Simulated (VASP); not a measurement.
Set up this calculation in VASP 6.6.1, as the native input.

```
Task                   : single point
Functional             : PBE
Potentials or basis    : VASP PAW PBE potentials, release 64 (Tm_3, F), 4f in core
Cutoff                 : 600 eV
k mesh                 : 4 × 4 × 4
Occupations            : gaussian, width 0.1 eV
Spin                   : no spin polarisation
Dipole correction      : no
Further INCAR settings : ALGO = Normal; EDIFF = 1e-06; NBANDS = 25
```

The structure of Tm3F lies in POSCAR:

```
Tm3F
1.0
    0.0000000000      3.7381412846      3.7381412846
    3.7381412846      0.0000000000      3.7381412846
    3.7381412846      3.7381412846      0.0000000000
Tm F
3 1
Direct
    0.2500000000      0.2500000000      0.2500000000
    0.7500000000      0.7500000000      0.7500000000
    0.0000000000      0.0000000000      0.0000000000
    0.5000000000      0.5000000000      0.5000000000
```

The cell was generated, and may not be a known phase.

These files were run (other wordings do the same):

INCAR

```
SYSTEM = Tm3F
PREC = Accurate
ENCUT = 600
EDIFF = 1E-6
ISMEAR = 0
SIGMA = 0.1
LREAL = .False.
LASPH = .True.
NELM = 200
ALGO = Normal
ISIF = 2
LWAVE = .False.
LCHARG = .False.
GGA = PE
NBANDS = 25
GGA_COMPAT = .False.
LMAXMIX = 6
```

KPOINTS

```
regular mesh
0
Gamma
  4 4 4
  0 0 0
```

Potentials or basis: VASP PAW PBE potentials, release 64 (Tm_3, F), 4f in core.

Run with:

```sh
$ cat potpaw_PBE.64/Tm_3/POTCAR potpaw_PBE.64/F/POTCAR > POTCAR
$ mpirun -np 1 vasp_std > vasp.out
```

It gave:

```yaml
Pressure: 0.5 GPa
Band_gap_on_the_k_mesh: zero (bands 17 and 18 overlap by 0.87 eV)
```

Caveat: the k points lie up to 0.36 Å⁻¹ apart, too coarse for converged energies and pressures of a metal; spin-orbit coupling is left out, which moves the levels of the heavy elements; the 4f electrons are frozen in the core, so they carry no moment and show no levels; the run has no spin polarisation, though such a crystal can be magnetic.

Run time: 28 s on 1 thread of Intel(R) Xeon(R) 6975P-C (Granite Rapids), with other jobs on the host, peak memory 0.24 GiB.
